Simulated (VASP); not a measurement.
# MoW2C4: relaxation of cell and atoms with PBE

Crystal: MoW2C4.

```
Mo W C
1.0
     4.46190    0.00000    0.00000
     0.00000    4.46190    0.00000
     0.00000    0.00000    4.46190
Mo W C
1 2 4
Cartesian
  2.2310 2.2310 0.0000
  0.0000 2.2310 2.2310
  2.2310 0.0000 2.2310
  0.0000 2.2310 0.0000
  2.2310 0.0000 0.0000
  0.0000 0.0000 2.2310
  2.2310 2.2310 2.2310
```

| Property | Result |
| --- | --- |
| Program | VASP 6.6.1 |
| Task | relaxation of cell and atoms |
| Functional | PBE |
| Potentials or basis | VASP PAW PBE potentials, release 64 (Mo_sv, W_sv, C) |
| Cutoff | 600 eV |
| k mesh | 4 × 4 × 4 |
| Occupations | gaussian, width 0.2 eV |
| Spin | no spin polarisation |
| Dipole correction | no |
| Further INCAR settings | ALGO = Normal; EDIFF = 1e-06; IBRION = 2; EDIFFG = -0.08; NSW = 36; ISIF = 3 |

```json
{
  "Relaxed volume": "11.29 Å³/atom",
  "Relaxed cell": "a = 4.295 Å, b = 4.295 Å, c = 4.284 Å, α = 90.00°, β = 90.00°, γ = 90.00°",
  "Space group after relaxing (to 0.1 Å)": "P4/mmm (No. 123)",
  "Pressure after relaxing": "0.0 GPa",
  "Band gap on the k mesh": "zero (bands 29 and 30 overlap by 2.34 eV)"
}
```

Stress tensor (GPa, compression positive):
```
 0.31  0.00  0.00
 0.00  0.31  0.00
 0.00  0.00 -0.51
```

Final structure:
```xyz
7
Lattice="4.2949 0.0000 0.0000 0.0000 4.2949 0.0000 0.0000 0.0000 4.2838" Properties=species:S:1:pos:R:3 pbc="T T T"
Mo    2.1475    2.1475    0.0000
W     0.0000    2.1475    2.1419
W     2.1475    0.0000    2.1419
C     0.0000    2.1475    0.0000
C     2.1475    0.0000    0.0000
C     0.0000    0.0000    2.1419
C     2.1475    2.1475    2.1419
```

Levels at points of the mesh, in eV from the Fermi level:
```
           k point  band 25  band 26  band 27  band 28  band 29  band 30  band 31  band 32  band 33  band 34
(0.00, 0.00, 0.00)    -1.27    -0.67    -0.60    -0.60    -0.33    -0.03    -0.03     0.12     0.38     0.94
(0.50, 0.00, 0.00)    -1.81    -1.81    -0.86    -0.81    -0.75    -0.72     0.36     1.79     1.88     1.94
(0.00, 0.00, 0.50)    -1.74    -1.74    -1.01    -0.96    -0.96    -0.82     0.69     1.47     1.47     2.21
(0.50, 0.50, 0.00)    -4.18    -3.66    -3.66     0.37     1.06     1.43     2.08     2.08     2.39     2.39
(0.00, 0.50, 0.50)    -4.24    -3.73    -3.55     0.08     0.75     1.44     1.73     2.50     2.58     2.62
(0.50, 0.50, 0.50)    -5.38    -5.13    -0.94    -0.85     1.52     1.52     1.92     2.77     2.77     3.36
```

Run time: 5 min on 1 thread of Intel Xeon 8259CL (shared host), peak memory 0.26 GiB.

Caveat: spin-orbit coupling is left out, which moves the levels of the heavy elements.
